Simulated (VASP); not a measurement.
Wanted: the native input for a VASP 6.6.1 run.

| Item | Value |
| --- | --- |
| Task | electric field gradients |
| Functional | PBE |
| Potentials or basis | VASP PAW PBE potentials, release 64 (Cd) |
| Cutoff | 520 eV |
| k mesh | 14 × 14 × 7 |
| Occupations | fermi-dirac, width 0.05 eV |
| Spin | no spin polarisation |
| Dipole correction | no |
| Further INCAR settings | ALGO = Normal; EDIFF = 1e-08; NBANDS = 19 |

The structure of Cd lies in POSCAR:

```
Cd
1.0
    2.9788725081      0.0000000000      0.0000000000
   -1.4894362540      2.5797792666      0.0000000000
    0.0000000000      0.0000000000      5.7300030000
Cd
2
Direct
    0.3333333333      0.6666666667      0.2500000000
    0.6666666667      0.3333333333      0.7500000000
```

This cell differs from its parent crystal: zz strain of +2 %.

These files were run (other wordings do the same):

INCAR

```
SYSTEM = Cd
ALGO = Normal
EDIFF = 1E-8
ENCUT = 520
GGA = PE
ISIF = 2
ISMEAR = -1
LASPH = .TRUE.
LCHARG = .FALSE.
LEFG = .TRUE.
LREAL = .FALSE.
LWAVE = .FALSE.
NBANDS = 19
NELM = 100
PREC = Accurate
SIGMA = 0.05
```

KPOINTS

```
k-points
0
G
  14 14 7
  0 0 0
```

Potentials or basis: VASP PAW PBE potentials, release 64 (Cd).

Run with:

```bash
$ cat potpaw_PBE.64/Cd/POTCAR > POTCAR
$ mpirun -np 1 vasp_std > vasp.out
```

It gave:

| Item | Value |
| --- | --- |
| Pressure | 2.5 GPa |
| Band gap on the k mesh | zero (bands 12 and 13 overlap by 4.42 eV) |
| Largest electric field gradient by atom | Cd +91.4 V/Å² |

Caveat: the cell differs from its parent crystal (zz strain of +2 %); without QUAD_EFG the Cq values of the log hold for a quadrupole moment of 1 mb, not for the nuclei.

It took 38 s on 1 thread of AMD EPYC 9R45 96-Core Processor (Zen 5), on a shared host, peak memory 0.18 GiB.
